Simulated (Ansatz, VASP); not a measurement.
## One calculation of Li2Br3, two programs

```
CELL_PARAMETERS angstrom
4.34702 0.00000 0.00000
-2.17351 3.76463 0.00000
0.00000 0.00000 6.76326
ATOMIC_POSITIONS crystal
Li 0.33333 0.66667 0.24500
Li 0.66667 0.33333 0.75500
Br 0.00000 0.00000 0.00000
Br 0.33333 0.66667 0.64500
Br 0.66667 0.33333 0.35500
```

Alike in both runs: task relaxation of cell and atoms; functional PBE; k mesh 6 × 6 × 4; occupations gaussian, width 0.1 eV; no spin polarisation.

```csv
,VASP,Ansatz
version,VASP 6.6.1,Ansatz 0.2.0
potentials or method,"VASP PAW PBE potentials, release 64 (Li_sv, Br), cutoff 600 eV","scalar-relativistic, plane waves, PAW"
valence electrons in the cell,27,27
```

|  | VASP | Ansatz | Ansatz less VASP |
| --- | --- | --- | --- |
| gap on the k mesh at the Fermi level, each at its own relaxed structure (eV) | none | none | - |
| relaxed volume (Å³/atom) | 23.86 | 23.89 | +0.030 |
| relaxed length of the cell vector where the two differ most in proportion (Å) | 8.478 | 8.488 | +0.0100 |

A gap of «none» marks a metal or a gap that the smearing closes.

Noted on VASP's run: the cutoff is under 1.25 times that of the potentials, so the pressure is a little rough.
